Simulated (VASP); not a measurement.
Runs of VASP 6.6.1 on WSe2. The structure is that of space group P6_3/mmc (No. 194), or close to it. The cells are those of the table. 

| task | cell | cutoff (eV) | gap on the mesh (eV) | pressure (GPa) | largest force (eV/Å) |
| --- | --- | --- | --- | --- | --- |
| relaxation of cell and atoms | relaxed from a = 3.290, b = 3.290, c = 12.970 Å, angles 90.0, 90.0, 120.0°, 6 atoms | 600 | (b) | 0.0 | - |
| single point | a = 3.180, b = 3.180, c = 11.967 Å, angles 90.0, 90.0, 120.0°, 6 atoms | 520 | 0.60 | 11.6 | 0.06 |
| single point | a = 3.304, b = 3.304, c = 13.353 Å, angles 90.0, 90.0, 120.0°, 6 atoms | 520 | (c) | -1.7 | 0.05 |
| single point | a = 3.210, b = 3.210, c = 12.140 Å, angles 90.0, 90.0, 120.0°, 6 atoms | 520 | (a) | 7.6 | 0.05 |

Alike in all rows: level PBE+D3(BJ); potentials or basis VASP PAW PBE potentials, release 64 (W_sv, Se); no spin polarisation; k mesh 9 × 9 × 2; smearing gaussian 0.02 eV.

Estimate the missing entries.

(a) 0.71; (b) 0.99; (c) 1.18.

Caveats: spin-orbit coupling is left out, which moves the levels of the heavy elements.

A k mesh can miss the band edges, and the runs leave out spin-orbit coupling on Se, W.
